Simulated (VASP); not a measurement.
# Sb (Im-3m) in VASP: further runs

Aim: see how the results for Sb move with the level of theory and the settings. Levels: PBE, RPBE. Tasks: single point.

Everything below comes from runs of VASP 6.6.1. Logs are shortened: lines on timing, memory, paths and dates and some standing lists are left out, and cuts for length are marked.

## 1. The cell of the first run

It takes space group Im-3m (No. 229, cubic). The conventional cell has a = 3.743 Å, b = 3.743 Å, c = 3.743 Å, α = 90.00°, β = 90.00°, γ = 90.00°. Within 4.3 Å of Sb (site symmetry m-3m) lie 14 Sb at 3.24 to 3.74 Å.

## 2. Single point, PBE

INCAR

```
  PREC = Accurate
  ENCUT = 520
  EDIFF = 1E-6
  ISMEAR = 0
  SIGMA = 0.012
  LREAL = F
  LASPH = T
  NELM = 80
  ALGO = Normal
  ISIF = 2
  LWAVE = F
  LCHARG = F
  GGA = PE
  NBANDS = 8
```

KPOINTS

```
Automatic mesh
0
Gamma
  10 10 10
```

POSCAR

```
Sb
1.0
   -1.8713408863      1.8713408863      1.8713408863
    1.8713408863     -1.8713408863      1.8713408863
    1.8713408863      1.8713408863     -1.8713408863
Sb
1
Direct
    0.0000000000      0.0000000000      0.0000000000
```

Potentials or basis: VASP PAW PBE potentials, release 64 (Sb).

The run is started by

```console
> cat potpaw_PBE.64/Sb/POTCAR > POTCAR
> mpirun -np 1 vasp_std > vasp.out
```

OUTCAR:

```text
PREC = Accurate
   ENCUT = 520
   EDIFF = 1E-6
   ISMEAR = 0
   LREAL = F
   LASPH = T
   NELM = 80
   ISIF = 2
   GGA = PE

 ion  position               nearest neighbor table
   1  0.000  0.000  0.000-

  LATTYP: Found a body centered cubic cell.
 ALAT       =     3.7426817726

  Lattice vectors:

 A1 = (  -1.8713408863,   1.8713408863,   1.8713408863)
 A2 = (   1.8713408863,  -1.8713408863,   1.8713408863)
 A3 = (   1.8713408863,   1.8713408863,  -1.8713408863)

Analysis of symmetry for initial positions (statically):
=====================================================================
 Subroutine PRICEL returns:
 Original cell was already a primitive cell.

 Routine SETGRP: Setting up the symmetry group for a
 body centered cubic supercell.

 Subroutine GETGRP returns: Found 48 space group operations
 (whereof 48 operations were pure point group operations)
 out of a pool of 48 trial point group operations.

The static configuration has the point symmetry O_h .

Analysis of symmetry for dynamics (positions and initial velocities):
=====================================================================
 Subroutine PRICEL returns:
 Original cell was already a primitive cell.

 Routine SETGRP: Setting up the symmetry group for a
 body centered cubic supercell.

 Subroutine GETGRP returns: Found 48 space group operations
 (whereof 48 operations were pure point group operations)
 out of a pool of 48 trial point group operations.

The dynamic configuration has the point symmetry O_h .

 Subroutine INISYM returns: Found 48 space group operations
 (whereof 48 operations are pure point group operations),
 and found     1 'primitive' translations

----------------------------------------------------------------------------------------

                                     Primitive cell

  volume of cell :      26.2131

  direct lattice vectors                    reciprocal lattice vectors
    -1.871340886  1.871340886  1.871340886     0.000000000  0.267188092  0.267188092
     1.871340886 -1.871340886  1.871340886     0.267188092  0.000000000  0.267188092
     1.871340886  1.871340886 -1.871340886     0.267188092  0.267188092  0.000000000

  length of vectors
     3.241257493  3.241257493  3.241257493     0.377861023  0.377861023  0.377861023

  position of ions in fractional coordinates (direct lattice)
     0.000000000  0.000000000  0.000000000

  ion indices of the primitive-cell ions
   primitive index   ion index
                 1           1

----------------------------------------------------------------------------------------

 KPOINTS: Automatic mesh

Automatic generation of k-mesh.
 Grid dimensions read from file:
 generate k-points for:   10   10   10

 Generating k-lattice:

  Cartesian coordinates                     Fractional coordinates (reciprocal lattice)
     0.000000000  0.026718809  0.026718809     0.100000000  0.000000000  0.000000000
     0.026718809  0.000000000  0.026718809     0.000000000  0.100000000  0.000000000
     0.026718809  0.026718809  0.000000000     0.000000000  0.000000000  0.100000000

  Length of vectors
     0.037786102  0.037786102  0.037786102

  Shift w.r.t. Gamma in fractional coordinates (k-lattice)
     0.000000000  0.000000000  0.000000000

 Subroutine IBZKPT returns following result:
 ===========================================

 Found     47 irreducible k-points:

 Following reciprocal coordinates:
            Coordinates               Weight
  0.000000  0.000000  0.000000      1.000000
  0.100000  0.000000  0.000000     12.000000
  0.200000  0.000000  0.000000     12.000000
  0.300000  0.000000  0.000000     12.000000
  0.400000  0.000000  0.000000     12.000000
  0.500000  0.000000  0.000000      6.000000
[... 16 lines left out ...]
  0.300000  0.300000  0.100000      8.000000
 -0.300000  0.300000  0.100000     24.000000
 [... further k-points ...]
   k-points           NKPTS =     47   k-points in BZ     NKDIM =     47   number of bands    NBANDS=      8
   number of dos      NEDOS =    301   number of ions     NIONS =      1
   total plane-waves  NPLWV =  13824
   dimension x,y,z NGX =    24 NGY =   24 NGZ =   24
   dimension x,y,z NGXF=    48 NGYF=   48 NGZF=   48
   ions per type =               1
   NGX,Y,Z   is equivalent  to a cutoff of  12.31, 12.31, 12.31 a.u.
   NGXF,Y,Z  is equivalent  to a cutoff of  24.62, 24.62, 24.62 a.u.
 SYSTEM =  unknown system
   PREC   = accura    normal or accurate (medium, high low for compatibility)
   ISTART =      0    job   : 0-new  1-cont  2-samecut
   ICHARG =      2    charge: 1-file 2-atom 10-const
   ISPIN  =      1    spin polarized calculation?
   LNONCOLLINEAR =      F non collinear calculations
   LSORBIT =      F    spin-orbit coupling
   LASPH  =      T    aspherical Exc in radial PAW
   ENCUT  =  520.0 eV  38.22 Ry    6.18 a.u.   6.03  6.03  6.03*2*pi/ulx,y,z
   NELM   =     80;   NELMIN=  2; NELMDL= -5     # of ELM steps
   EDIFF  = 0.1E-05   stopping-criterion for ELM
   LREAL  =      F    real-space projection
   EDIFFG = 0.1E-04   stopping-criterion for IOM
   NSW    =      0    number of steps for IOM
   IBRION =     -1    ionic relax: 0-MD 1-quasi-New 2-CG
   NFREE  =      0    steps in history (QN), initial steepest desc. (CG)
   ISIF   =      2    stress and relaxation
   ISYM   =      2    0-nonsym 1-usesym 2-fastsym
   POTIM  = 0.5000    time-step for ionic-motion
   TEBEG  =    0.0;   TEEND  =   0.0 temperature during run
   PSTRESS=    0.0 pullay stress
   NELECT =       5.0000    total number of electrons
   NUPDOWN=      -1.0000    fix difference up-down
   EMIN   =  10.00;   EMAX   =-10.00  energy-range for DOS
   EFERMI =   0.00;   METHOD = LEGACY
   ISMEAR =     0;   SIGMA  =   0.01  broadening in eV -4-tet -1-fermi 0-gaus
   EFERMI_NEDOS =   21; number of points for ismear=-14 and -15
   IALGO  =     38    algorithm
   IMIX   =      4    mixing-type and parameters
     AMIX     =   0.40;   BMIX     =  1.00
     AMIX_MAG =   1.60;   BMIX_MAG =  1.00
  volume/ion in A,a.u.               =      26.21       176.89
  Fermi-wavevector in a.u.,A,eV,Ry     =   0.942378  1.780837 12.083018  0.888077
  Thomas-Fermi vector in A             =   2.069982
   LORBIT       =      0    0 simple, 1 ext, 2 COOP (PROOUT), +10 PAW based schemes
   GGA     = PE    functional components
   LHFCALC =     F    Hartree Fock is set to
   AEXX    =    0.0000 exact exchange contribution
   IVDW    =     0    specifies the selected vdW correction
   LEPSILON=     F    determine dielectric tensor
   LRPA    =     F    only Hartree local field effects (RPA)
 non-spin polarized calculation
 Gauss-broadening in eV      SIGMA  =   0.01
  energy-cutoff  :      520.00
  volume of cell :       26.21
 maximum number of plane-waves:       719
   NGX = 13   NGY = 13   NGZ = 13

 number of electron       4.9999999 magnetization

 Free energy of the ion-electron system (eV)
  ---------------------------------------------------
  ext. energy  EPLUGINS =         0.00000000
  ---------------------------------------------------
  free energy    TOTEN  =        -3.88478685 eV

  energy without entropy =       -3.88456015  energy(sigma->0) =       -3.88467350

 E-fermi :   8.7865     XC(G=0): -10.3448

 val. band max:        8.7771246149   @ k =  -0.3000   0.4000   0.1000
 cond. band min:       8.7995373453   @ k =   0.3000   0.1000   0.1000
 fundamental gap:      0.0224127304
 Fermi energy:         8.7864795226

 k-point     1 :       0.0000    0.0000    0.0000
  band No.  band energies     occupation
      1      -4.2465      2.00000
      2      14.5122      0.00000
      3      14.5122      0.00000
      4      14.5122      0.00000
      5      19.4592      0.00000
      6      19.4592      0.00000
      7      19.4592      0.00000
      8      20.6256      0.00000

 k-point     2 :       0.1000    0.0000    0.0000
  band No.  band energies     occupation
      1      -4.0316      2.00000
      2      12.9469      0.00000
      3      13.8366      0.00000
      4      14.3217      0.00000
      5      18.3204      0.00000
      6      18.3999      0.00000
      7      19.9909      0.00000
      8      20.3620      0.00000

 k-point     3 :       0.2000    0.0000    0.0000
  band No.  band energies     occupation
      1      -3.3912      2.00000
      2       9.9956      0.00000
      3      12.6021      0.00000
      4      13.8191      0.00000
      5      16.9684      0.00000
      6      17.2542      0.00000
      7      19.9293      0.00000
      8      20.9363      0.00000

 k-point     4 :       0.3000    0.0000    0.0000
  band No.  band energies     occupation
      1      -2.3463      2.00000
      2       7.0062      2.00000
      3      11.5128      0.00000
      4      13.2319      0.00000
      5      16.0380      0.00000
      6      16.4246      0.00000
      7      20.5951      0.00000
      8      21.7105      0.00000

 k-point     5 :       0.4000    0.0000    0.0000
  band No.  band energies     occupation
      1      -0.9956      2.00000
      2       4.4209      2.00000
      3      10.8023      0.00000
      4      12.7955      0.00000
      5      15.4973      0.00000
      6      15.9270      0.00000
      7      21.7453      0.00000
      8      22.7886      0.00000
[... 177 lines left out ...]
 k-point    22 :      -0.2000    0.2000    0.1000
  band No.  band energies     occupation
      1      -3.1780      2.00000
      2      10.0791      0.00000
      3      11.9088      0.00000
      4      12.6873      0.00000
      5      16.6697      0.00000
      6      18.2345      0.00000
      7      18.8533      0.00000
      8      21.4757      0.00000

 k-point    23 :       0.3000    0.3000    0.1000
  band No.  band energies     occupation
      1       0.8396      2.00000
      2       5.1294      2.00000
      3       5.1294      2.00000
      4       8.9349      0.00000
      5      20.4199      0.00000
      6      22.2399      0.00000
      7      22.2399      0.00000
      8      24.7399      0.00000

 k-point    24 :      -0.3000    0.3000    0.1000
  band No.  band energies     occupation
      1      -2.1363      2.00000
      2       7.1706      2.00000
      3      10.8361      0.00000
      4      12.2185      0.00000
      5      16.4954      0.00000
      6      17.4062      0.00000
      7      18.6205      0.00000
      8      23.8261      0.00000

 [... further k-points ...]
[... 5 lines left out ...]
  --------------------------------------------------------------------------------------
  -------------------------------------------------------------------------------------
  Total        0.4915634      0.4915634      0.4915634      0.0000000      0.0000000      0.0000000
  in kB       30.0449419     30.0449419     30.0449419      0.0000000      0.0000000      0.0000000
  external PRESSURE =      30.0449419 kB  Pullay stress =       0.0000000 kB

 VOLUME and BASIS-vectors are now :
 -----------------------------------------------------------------------------
  energy-cutoff  :      520.00
  volume of cell :       26.21
      direct lattice vectors                 reciprocal lattice vectors
    -1.871340886  1.871340886  1.871340886     0.000000000  0.267188092  0.267188092
     1.871340886 -1.871340886  1.871340886     0.267188092  0.000000000  0.267188092
     1.871340886  1.871340886 -1.871340886     0.267188092  0.267188092  0.000000000

 POSITION                                       TOTAL-FORCE (eV/Angst)
 -----------------------------------------------------------------------------------
      0.00000      0.00000      0.00000        -0.000000      0.000000     -0.000000
 -----------------------------------------------------------------------------------
    total drift:                                0.000000     -0.000000     -0.000000

  FREE ENERGIE OF THE ION-ELECTRON SYSTEM (eV)
  ---------------------------------------------------
  free  energy   TOTEN  =        -3.8847868482 eV

  energy  without entropy=       -3.8845601482  energy(sigma->0) =       -3.88467350
```

Wall time 6.4 s (1 thread of Intel Xeon 8259CL, shared host); peak memory 0.14 GiB.

Results:

```yaml
Free_energy: -3.8848 eV
Pressure: 3.0 GPa
```

Levels at points of the mesh, in eV from the Fermi level:
| k point | band 1 | band 2 | band 3 | band 4 | band 5 | band 6 |
| --- | --- | --- | --- | --- | --- | --- |
| (0.00, 0.00, 0.00) | -13.03 | 5.73 | 5.73 | 5.73 | 10.67 | 10.67 |
| (0.50, 0.00, 0.00) | -8.83 | -5.74 | 1.77 | 3.85 | 6.53 | 6.97 |
| (0.50, 0.50, 0.50) | -5.44 | -2.04 | -2.04 | -2.04 | 2.93 | 2.93 |

Caveat: spin-orbit coupling is left out, which moves the levels of the heavy elements.

## 3. Single point, RPBE

This run uses another cell than the first one, of 28.13 Å³/atom, 1.073 times its volume.

INCAR

```
ALGO = Normal ; EDIFF = 1E-6
ENCUT = 520 ; GGA = RP
ISIF = 2 ; ISMEAR = -1
LASPH = T ; LCHARG = F
LREAL = F ; LWAVE = F
NBANDS = 8 ; NELM = 80
PREC = Accurate ; SIGMA = 0.05
```

KPOINTS

```
k-points
0
Gamma
  10 10 10
```

POSCAR

```
Sb
1.0
   -1.9158542293      1.9158542293      1.9158542293
    1.9158542293     -1.9158542293      1.9158542293
    1.9158542293      1.9158542293     -1.9158542293
Sb
1
Direct
    0.0000000000      0.0000000000      0.0000000000
```

Potentials or basis: VASP PAW PBE potentials, release 64 (Sb).

The run is started by

```console
> cat potpaw_PBE.64/Sb/POTCAR > POTCAR
> mpirun -np 1 vasp_std > vasp.out
```

Run time: 13 s. Hardware: 1 thread of Intel Xeon 8259CL, shared host; peak memory 0.15 GiB.

It converged, with:

```
Free energy : -3.5181 eV
Pressure    : -0.2 GPa
```

Levels at points of the mesh, in eV from the Fermi level:
```csv
k point,band 1,band 2,band 3,band 4,band 5,band 6
"(0.00, 0.00, 0.00)",-12.49,5.19,5.19,5.19,10.35,10.35
"(0.50, 0.00, 0.00)",-8.70,-5.32,1.61,3.62,6.26,6.84
"(0.50, 0.50, 0.50)",-5.73,-1.89,-1.89,-1.89,3.04,3.04
```

Caveat: the PAW data sets were made with another functional, which shifts forces and pressure a little; spin-orbit coupling is left out, which moves the levels of the heavy elements.
